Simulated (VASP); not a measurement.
# Sn2TeS (P-6m2) in VASP: notebook

The runs below take Sn2TeS through single point, with PBE.

Everything below comes from runs of VASP 6.6.1. Logs are shortened: lines on timing, memory, paths and dates and some standing lists are left out, and cuts for length are marked.

**1. The cell of the first run**

Symmetry: P-6m2, No. 187, hexagonal system. Conventional cell: a = 4.653 Å, b = 4.653 Å, c = 5.891 Å, α = 90.00°, β = 90.00°, γ = 120.00°. Within 3.9 Å of Sn (site symmetry 3m) lie 2 Sn at 2.94 to 2.95 Å and 3 S at 3.06 Å and 3 Te at 3.06 Å. Within 4.0 Å of Te (site symmetry -6m2) lie 6 Sn at 3.06 Å and 6 S at 3.99 Å. Within 4.0 Å of S (site symmetry -6m2) lie 6 Sn at 3.06 Å and 6 Te at 3.99 Å.

**2. Single point, PBE**

INCAR

```
ALGO = Normal ; EDIFF = 1E-6
ENCUT = 520 ; GGA = PE
ISIF = 2 ; ISMEAR = 0
LASPH = True ; LCHARG = False
LREAL = False ; LWAVE = False
NBANDS = 28 ; NELM = 80
PREC = Accurate ; SIGMA = 0.1
```

KPOINTS

```
k-points
0
Gamma
  6 6 4
```

POSCAR

```
Sn2TeS
1.0
    4.6525988200      0.0000000000      0.0000000000
   -2.3262994100      4.0292687700      0.0000000000
    0.0000000000      0.0000000000      5.8914242700
Sn Te S
2 1 1
Direct
    0.0000000000      0.0000000000      0.2501881100
    0.0000000000      0.0000000000      0.7498118900
    0.3333333300      0.6666666700      0.0000000000
    0.6666666700      0.3333333300      0.5000000000
```

Potentials or basis: VASP PAW PBE potentials, release 64 (Sn_d, Te, S).

Launch:

```sh
> cat potpaw_PBE.64/Sn_d/POTCAR potpaw_PBE.64/Te/POTCAR potpaw_PBE.64/S/POTCAR > POTCAR
> mpirun -np 1 vasp_std > vasp.out
```

OUTCAR:

```text
EDIFF = 1E-6
   ENCUT = 520
   GGA = PE
   ISIF = 2
   ISMEAR = 0
   LASPH = True
   LREAL = False
   NELM = 80
   PREC = Accurate

 ion  position               nearest neighbor table
   1  0.000  0.000  0.250-   2 2.94   2 2.95   4 3.06   4 3.06   4 3.06   3 3.06   3 3.06   3 3.06

   2  0.000  0.000  0.750-   1 2.94   1 2.95   4 3.06   4 3.06   4 3.06   3 3.06   3 3.06   3 3.06

   3  0.333  0.667  0.000-   1 3.06   2 3.06   1 3.06   2 3.06   1 3.06   2 3.06
   4  0.667  0.333  0.500-   1 3.06   2 3.06   1 3.06   2 3.06   1 3.06   2 3.06

  LATTYP: Found a hexagonal cell.
 ALAT       =     4.6525988200
 C/A-ratio  =     1.2662652633

  Lattice vectors:

 A1 = (   4.6525988200,   0.0000000000,   0.0000000000)
 A2 = (  -2.3262994100,   4.0292687700,   0.0000000000)
 A3 = (   0.0000000000,   0.0000000000,   5.8914242700)

Analysis of symmetry for initial positions (statically):
=====================================================================
 Subroutine PRICEL returns:
 Original cell was already a primitive cell.

 Routine SETGRP: Setting up the symmetry group for a
 hexagonal supercell.

 Subroutine GETGRP returns: Found 12 space group operations
 (whereof 12 operations were pure point group operations)
 out of a pool of 24 trial point group operations.

The static configuration has the point symmetry D_3h.

Analysis of symmetry for dynamics (positions and initial velocities):
=====================================================================
 Subroutine PRICEL returns:
 Original cell was already a primitive cell.

 Routine SETGRP: Setting up the symmetry group for a
 hexagonal supercell.

 Subroutine GETGRP returns: Found 12 space group operations
 (whereof 12 operations were pure point group operations)
 out of a pool of 24 trial point group operations.

The dynamic configuration has the point symmetry D_3h.

 Subroutine INISYM returns: Found 12 space group operations
 (whereof 12 operations are pure point group operations),
 and found     1 'primitive' translations

----------------------------------------------------------------------------------------

                                     Primitive cell

  volume of cell :     110.4440

  direct lattice vectors                    reciprocal lattice vectors
     4.652598820  0.000000000  0.000000000     0.214933640  0.124091995  0.000000000
    -2.326299410  4.029268770  0.000000000     0.000000000  0.248183990  0.000000000
     0.000000000  0.000000000  5.891424270     0.000000000  0.000000000  0.169738242

  length of vectors
     4.652598820  4.652598818  5.891424270     0.248183990  0.248183990  0.169738242

  position of ions in fractional coordinates (direct lattice)
     0.000000000  0.000000000  0.250188110
     0.000000000  0.000000000  0.749811890
     0.333333330  0.666666670  0.000000000
     0.666666670  0.333333330  0.500000000

  ion indices of the primitive-cell ions
   primitive index   ion index
                 1           1
                 2           2
                 3           3
                 4           4

----------------------------------------------------------------------------------------

 KPOINTS: k-points

Automatic generation of k-mesh.
 Grid dimensions read from file:
 generate k-points for:    6    6    4

 Generating k-lattice:

  Cartesian coordinates                     Fractional coordinates (reciprocal lattice)
     0.035822273  0.020681999  0.000000000     0.166666667  0.000000000  0.000000000
     0.000000000  0.041363998  0.000000000     0.000000000  0.166666667  0.000000000
     0.000000000  0.000000000  0.042434561     0.000000000  0.000000000  0.250000000

  Length of vectors
     0.041363998  0.041363998  0.042434561

  Shift w.r.t. Gamma in fractional coordinates (k-lattice)
     0.000000000  0.000000000  0.000000000

 Subroutine IBZKPT returns following result:
 ===========================================

 Found     21 irreducible k-points:

 Following reciprocal coordinates:
            Coordinates               Weight
  0.000000  0.000000  0.000000      1.000000
  0.166667  0.000000  0.000000      6.000000
  0.333333  0.000000  0.000000      6.000000
  0.500000  0.000000  0.000000      3.000000
  0.166667  0.166667  0.000000      6.000000
  0.333333  0.166667  0.000000     12.000000
[... 13 lines left out ...]
  0.333333  0.166667  0.500000     12.000000
  0.333333  0.333333  0.500000      2.000000
   k-points           NKPTS =     21   k-points in BZ     NKDIM =     21   number of bands    NBANDS=     28
   number of dos      NEDOS =    301   number of ions     NIONS =      4
   total plane-waves  NPLWV =  62208
   dimension x,y,z NGX =    36 NGY =   36 NGZ =   48
   dimension x,y,z NGXF=    72 NGYF=   72 NGZF=   96
   ions per type =               2   1   1
   NGX,Y,Z   is equivalent  to a cutoff of  12.86, 12.86, 13.54 a.u.
   NGXF,Y,Z  is equivalent  to a cutoff of  25.73, 25.73, 27.09 a.u.
 SYSTEM =  unknown system
   PREC   = accura    normal or accurate (medium, high low for compatibility)
   ISTART =      0    job   : 0-new  1-cont  2-samecut
   ICHARG =      2    charge: 1-file 2-atom 10-const
   ISPIN  =      1    spin polarized calculation?
   LNONCOLLINEAR =      F non collinear calculations
   LSORBIT =      F    spin-orbit coupling
   LASPH  =      T    aspherical Exc in radial PAW
   ENCUT  =  520.0 eV  38.22 Ry    6.18 a.u.   8.65  8.65 10.95*2*pi/ulx,y,z
   NELM   =     80;   NELMIN=  2; NELMDL= -5     # of ELM steps
   EDIFF  = 0.1E-05   stopping-criterion for ELM
   LREAL  =      F    real-space projection
   EDIFFG = 0.1E-04   stopping-criterion for IOM
   NSW    =      0    number of steps for IOM
   IBRION =     -1    ionic relax: 0-MD 1-quasi-New 2-CG
   NFREE  =      0    steps in history (QN), initial steepest desc. (CG)
   ISIF   =      2    stress and relaxation
   ISYM   =      2    0-nonsym 1-usesym 2-fastsym
   POTIM  = 0.5000    time-step for ionic-motion
   TEBEG  =    0.0;   TEEND  =   0.0 temperature during run
   PSTRESS=    0.0 pullay stress
   NELECT =      40.0000    total number of electrons
   NUPDOWN=      -1.0000    fix difference up-down
   EMIN   =  10.00;   EMAX   =-10.00  energy-range for DOS
   EFERMI =   0.00;   METHOD = LEGACY
   ISMEAR =     0;   SIGMA  =   0.10  broadening in eV -4-tet -1-fermi 0-gaus
   EFERMI_NEDOS =   21; number of points for ismear=-14 and -15
   IALGO  =     38    algorithm
   IMIX   =      4    mixing-type and parameters
     AMIX     =   0.40;   BMIX     =  1.00
     AMIX_MAG =   1.60;   BMIX_MAG =  1.00
  volume/ion in A,a.u.               =      27.61       186.33
  Fermi-wavevector in a.u.,A,eV,Ry     =   1.166937  2.205191 18.527627  1.361742
  Thomas-Fermi vector in A             =   2.303444
   LORBIT       =      0    0 simple, 1 ext, 2 COOP (PROOUT), +10 PAW based schemes
   GGA     = PE    functional components
   LHFCALC =     F    Hartree Fock is set to
   AEXX    =    0.0000 exact exchange contribution
   IVDW    =     0    specifies the selected vdW correction
   LEPSILON=     F    determine dielectric tensor
   LRPA    =     F    only Hartree local field effects (RPA)
 non-spin polarized calculation
 Gauss-broadening in eV      SIGMA  =   0.10
  energy-cutoff  :      520.00
  volume of cell :      110.44
 maximum number of plane-waves:      2996
 NGX is ok and might be reduce to    36
   NGX = 17   NGY = 17   NGZ = 21

 number of electron      39.9999999 magnetization

 Free energy of the ion-electron system (eV)
  ---------------------------------------------------
  ext. energy  EPLUGINS =         0.00000000
  ---------------------------------------------------
  free energy    TOTEN  =       -14.97967721 eV

  energy without entropy =      -14.96964979  energy(sigma->0) =      -14.97466350

 E-fermi :   6.2569     XC(G=0):  -9.6155

 val. band max:        6.2234478830   @ k =   0.3333   0.0000   0.0000
 cond. band min:       6.5006261940   @ k =   0.3333   0.3333   0.0000
 fundamental gap:      0.2771783111
 Fermi energy:         6.2569195751

 k-point     1 :       0.0000    0.0000    0.0000
  band No.  band energies     occupation
      1     -15.4826      2.00000
      2     -15.2964      2.00000
      3     -15.2964      2.00000
      4     -15.2110      2.00000
      5     -15.2110      2.00000
      6     -15.1882      2.00000
[... 20 lines left out ...]
     27      12.1473      0.00000
     28      12.1473      0.00000

 k-point     2 :       0.1667    0.0000    0.0000
  band No.  band energies     occupation
      1     -15.4821      2.00000
      2     -15.2990      2.00000
      3     -15.2969      2.00000
      4     -15.2117      2.00000
      5     -15.2092      2.00000
      6     -15.1885      2.00000
[... 20 lines left out ...]
     27      12.6347      0.00000
     28      13.1866      0.00000

 k-point     3 :       0.3333    0.0000    0.0000
  band No.  band energies     occupation
      1     -15.4811      2.00000
      2     -15.3042      2.00000
      3     -15.2977      2.00000
      4     -15.2130      2.00000
      5     -15.2056      2.00000
      6     -15.1893      2.00000
[... 20 lines left out ...]
     27      13.9067      0.00000
     28      14.3288      0.00000

 k-point     4 :       0.5000    0.0000    0.0000
  band No.  band energies     occupation
      1     -15.4806      2.00000
      2     -15.3068      2.00000
      3     -15.2981      2.00000
      4     -15.2136      2.00000
      5     -15.2037      2.00000
      6     -15.1897      2.00000
[... 485 lines left out ...]
     27      12.6945      0.00000
     28      12.8514      0.00000

 k-point    20 :       0.3333    0.1667    0.5000
  band No.  band energies     occupation
      1     -15.2478      2.00000
      2     -15.2394      2.00000
      3     -15.2235      2.00000
      4     -15.2162      2.00000
      5     -15.2113      2.00000
      6     -15.2071      2.00000
[... 20 lines left out ...]
     27      12.3793      0.00000
     28      12.6823      0.00000

 k-point    21 :       0.3333    0.3333    0.5000
  band No.  band energies     occupation
      1     -15.2474      2.00000
      2     -15.2389      2.00000
      3     -15.2240      2.00000
      4     -15.2169      2.00000
      5     -15.2108      2.00000
      6     -15.2082      2.00000
[... 20 lines left out ...]
     27      12.9491      0.00000
     28      13.0980      0.00000

------------------------ aborting loop because EDIFF is reached ----------------------------------------

  FORCE on cell =-STRESS in cart. coord.  units (eV):
  Direction    XX          YY          ZZ          XY          YZ          ZX
  --------------------------------------------------------------------------------------
  -------------------------------------------------------------------------------------
  Total        1.2630337      1.2630337      7.5575443      0.0000000      0.0000000     -0.0000000
  in kB       18.3224432     18.3224432    109.6349802      0.0000000      0.0000000     -0.0000000
  external PRESSURE =      48.7599556 kB  Pullay stress =       0.0000000 kB

 VOLUME and BASIS-vectors are now :
 -----------------------------------------------------------------------------
  energy-cutoff  :      520.00
  volume of cell :      110.44
      direct lattice vectors                 reciprocal lattice vectors
     4.652598820  0.000000000  0.000000000     0.214933640  0.124091995  0.000000000
    -2.326299410  4.029268770  0.000000000     0.000000000  0.248183990  0.000000000
     0.000000000  0.000000000  5.891424270     0.000000000  0.000000000  0.169738242

 POSITION                                       TOTAL-FORCE (eV/Angst)
 -----------------------------------------------------------------------------------
      0.00000      0.00000      1.47396         0.000000      0.000000      1.284304
      0.00000      0.00000      4.41746         0.000000      0.000000     -1.284304
     -0.00000      2.68618      0.00000        -0.000000      0.000000      0.000000
      2.32630      1.34309      2.94571         0.000000     -0.000000      0.000000
 -----------------------------------------------------------------------------------
    total drift:                               -0.000006      0.000004      0.000000

  FREE ENERGIE OF THE ION-ELECTRON SYSTEM (eV)
  ---------------------------------------------------
  free  energy   TOTEN  =       -14.9796772107 eV

  energy  without entropy=      -14.9696497884  energy(sigma->0) =      -14.97466350
```

Wall time 49 s (1 thread of Intel Xeon Platinum 8259CL at 2.50GHz (Skylake/Cascade Lake), shared host); peak memory 0.27 GiB.

Results:

```yaml
Free_energy: -14.9797 eV
Pressure: 4.9 GPa
Largest_force: 1.284 eV/Å
Band_gap_on_the_k_mesh: zero (band 20 reaches 6.77 eV, above the bottom of band 21 at 5.94 eV)
```

Forces on the atoms (eV/Å):
```
Sn   0.000  0.000  1.284
Sn   0.000  0.000 -1.284
Te   0.000  0.000  0.000
S    0.000  0.000  0.000
```

Stress tensor (GPa, compression positive):
```
 1.83  0.00  0.00
 0.00  1.83  0.00
 0.00  0.00 10.96
```

Caveat: spin-orbit coupling is left out, which moves the levels of the heavy elements; forces of over 1 eV/Å act on the atoms, so gaps and moduli don't describe the material at rest.

**3. Single point, PBE**

This run uses another cell than the first one, of 29.45 Å³/atom, 1.067 times its volume.

INCAR

```
SYSTEM = Sn2TeS
ALGO = Normal ; EDIFF = 1E-6
ENCUT = 520 ; GGA = PE
ISIF = 2 ; ISMEAR = 0
LASPH = .TRUE. ; LCHARG = .FALSE.
LREAL = .FALSE. ; LWAVE = .FALSE.
NBANDS = 28 ; NELM = 100
PREC = Accurate ; SIGMA = 0.1
```

KPOINTS

```
k-points
0
G
  6 6 4
  0 0 0
```

POSCAR

```
Sn2TeS
1.0
    4.2441528850      0.0000000000      0.0000000000
   -2.1220764425      3.6755442160      0.0000000000
    0.0000000000      0.0000000000      7.5509128220
Sn Te S
2 1 1
Direct
    0.0000000000      0.0000000000      0.2716189731
    0.0000000000      0.0000000000      0.7283810269
    0.3333333333      0.6666666667      0.0000000000
    0.6666666667      0.3333333333      0.5000000000
```

Potentials or basis: VASP PAW PBE potentials, release 64 (Sn_d, Te, S).

Launch:

```sh
> cat potpaw_PBE.64/Sn_d/POTCAR potpaw_PBE.64/Te/POTCAR potpaw_PBE.64/S/POTCAR > POTCAR
> mpirun -np 1 vasp_std > vasp.out
```

Wall time 48 s (1 thread of Intel Xeon Platinum 8259CL at 2.50GHz (Skylake/Cascade Lake), shared host); peak memory 0.26 GiB.

Results (log left out):

| Item | Value |
| --- | --- |
| Free energy | -16.0151 eV |
| Pressure | -0.2 GPa |
| Largest force | 0.012 eV/Å |
| Band gap on the k mesh | zero (band 20 reaches 6.44 eV, above the bottom of band 21 at 6.06 eV) |

Forces on the atoms (eV/Å):
```
Sn   0.000  0.000 -0.012
Sn   0.000  0.000  0.012
Te   0.000  0.000  0.000
S    0.000  0.000  0.000
```

Stress tensor (GPa, compression positive):
```
-0.18  0.00  0.00
 0.00 -0.18  0.00
 0.00  0.00 -0.39
```

Levels at points of the mesh, in eV from the Fermi level:
| k point | band 18 | band 19 | band 20 | band 21 | band 22 | band 23 |
| --- | --- | --- | --- | --- | --- | --- |
| (0.00, 0.00, 0.00) | -1.13 | -1.13 | 0.03 | 0.89 | 2.40 | 2.40 |
| (0.50, 0.00, 0.00) | -1.69 | -1.62 | -0.89 | 0.03 | 1.05 | 2.02 |
| (0.00, 0.00, 0.50) | -1.14 | -1.14 | -1.14 | 2.10 | 2.10 | 2.47 |
| (0.50, 0.00, 0.50) | -2.89 | -2.60 | -2.27 | 1.45 | 2.22 | 2.50 |

Caveat: spin-orbit coupling is left out, which moves the levels of the heavy elements.
